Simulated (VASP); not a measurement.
**AgPt3: single point with LDA**

The system is AgPt3.

```xyz
4
Lattice="3.9132 0.0000 0.0000 0.0000 3.9132 0.0000 0.0000 0.0000 3.9132" Properties=species:S:1:pos:R:3 pbc="T T T"
Ag    0.0000    0.0000    0.0000
Pt    0.0000    1.9566    1.9566
Pt    1.9566    0.0000    1.9566
Pt    1.9566    1.9566    0.0000
```

| Property | Result |
| --- | --- |
| Program | VASP 6.6.1 |
| Task | single point |
| Functional | LDA |
| Potentials or basis | VASP PAW LDA potentials, release 64 (Ag, Pt) |
| Cutoff | 520 eV |
| k mesh | 12 × 12 × 12 |
| Occupations | fermi-dirac, width 0.15 eV |
| Spin | no spin polarisation |
| Dipole correction | no |
| Further INCAR settings | ALGO = Fast; EDIFF = 1e-07; NBANDS = 28 |

| Quantity | Value |
| --- | --- |
| Pressure | 0.6 GPa |

Levels at points of the mesh, in eV from the Fermi level:
```
           k point  band 16  band 17  band 18  band 19  band 20  band 21  band 22  band 23  band 24  band 25
(0.00, 0.00, 0.00)    -0.45    -0.45     0.29     0.72     0.72     0.72     1.92     1.92     1.92     8.60
(0.50, 0.00, 0.00)    -1.89    -1.89    -1.89    -1.74    -0.70    -0.60     0.73     7.47     7.62     7.83
(0.50, 0.50, 0.00)    -2.34    -2.34    -2.33    -1.55    -1.38     0.45     1.55     2.10     2.10    10.79
(0.50, 0.50, 0.50)    -0.59    -0.59    -0.35    -0.35    -0.35    -0.30     0.29     0.29     0.29     5.48
```

Run time: 97 s on 1 thread of Intel(R) Xeon(R) Platinum 8488C (Sapphire Rapids) (shared host), peak memory 0.24 GiB.

Caveat: spin-orbit coupling is left out, which moves the levels of the heavy elements.
